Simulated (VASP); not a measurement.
**SiC: single point with r2SCAN+rVV10**

Crystal: SiC.

```
CELL_PARAMETERS angstrom
0.00000 2.17612 2.17612
2.17612 0.00000 2.17612
2.17612 2.17612 0.00000
ATOMIC_POSITIONS crystal
Si 0.25000 0.25000 0.25000
C 0.00000 0.00000 0.00000
```

```
Program                : VASP 6.6.1
Task                   : single point
Functional             : r2SCAN
Dispersion             : rVV10
Potentials or basis    : VASP PAW PBE potentials, release 64 (Si, C)
Cutoff                 : 520 eV
k mesh                 : 10 × 10 × 10
Occupations            : fermi-dirac, width 0.03 eV
Spin                   : no spin polarisation
Dipole correction      : no
Further INCAR settings : ALGO = Normal; EDIFF = 1e-06; NBANDS = 11
```

| Property | Result |
| --- | --- |
| Pressure | -0.1 GPa |
| Band gap on the k mesh | 1.69 eV, indirect (least direct gap 5.03 eV) |

Levels at points of the mesh, in eV from the valence-band top:
| k point | band 1 | band 2 | band 3 | band 4 | band 5 | band 6 | band 7 | band 8 | band 9 |
| --- | --- | --- | --- | --- | --- | --- | --- | --- | --- |
| (0.00, 0.00, 0.00) | -16.22 | 0.00 | 0.00 | 0.00 | 6.86 | 7.87 | 7.87 | 7.87 | 15.22 |
| (0.50, 0.00, 0.00) | -12.58 | -8.86 | -1.11 | -1.11 | 6.01 | 7.75 | 7.75 | 10.94 | 17.42 |
| (0.50, 0.50, 0.00) | -11.11 | -8.07 | -3.35 | -3.35 | 1.69 | 4.81 | 15.16 | 15.16 | 16.03 |

Run time: 96 s on 1 thread of Intel Xeon 8259CL, on a shared host, peak memory 0.21 GiB.

Caveat: the PAW data sets were made with another functional, which shifts forces and pressure a little. r2SCAN opens gaps a little over a GGA but as a rule still falls short of measured ones.
